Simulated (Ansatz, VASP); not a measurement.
## SiB5: VASP beside Ansatz

```xyz
6
Lattice="-2.0364 2.0364 3.2211 2.0364 -2.0364 3.2211 2.0364 2.0364 -3.2211" Properties=species:S:1:pos:R:3 pbc="T T T"
Si    0.0000    0.0000    3.2211
B     0.0000    2.0364    0.7958
B     2.0364    0.0000    0.7958
B     2.0364    0.0000    2.4253
B     0.0000    2.0364    2.4253
B     0.0000    0.0000    0.0000
```

Alike in both runs: functional PBE; k mesh 5 × 5 × 5; occupations gaussian, width 0.2 eV; no spin polarisation.

Ansatz relaxed the structure, and its values are those at the end. VASP's run is a single point on that final structure, the one shown.

|  | VASP | Ansatz |
| --- | --- | --- |
| version | VASP 6.6.1 | Ansatz 0.2.0 |
| potentials or method | VASP PAW PBE potentials, release 64 (Si, B), cutoff 500 eV | scalar-relativistic, plane waves, PAW |
| valence electrons in the cell | 19 | 19 |

|  | VASP | Ansatz | Ansatz less VASP |
| --- | --- | --- | --- |
| gap on the k mesh at the Fermi level (eV) | none | none | - |
| pressure (GPa) | 0.0 | 0.1 | +0.02 |
| rms of the force components (eV/Å) | 0.034 | 0.027 | -0.0065 |

A gap of «none» marks a metal or a gap that the smearing closes.

The k mesh is coarse, so the values compare programs but aren't converged.
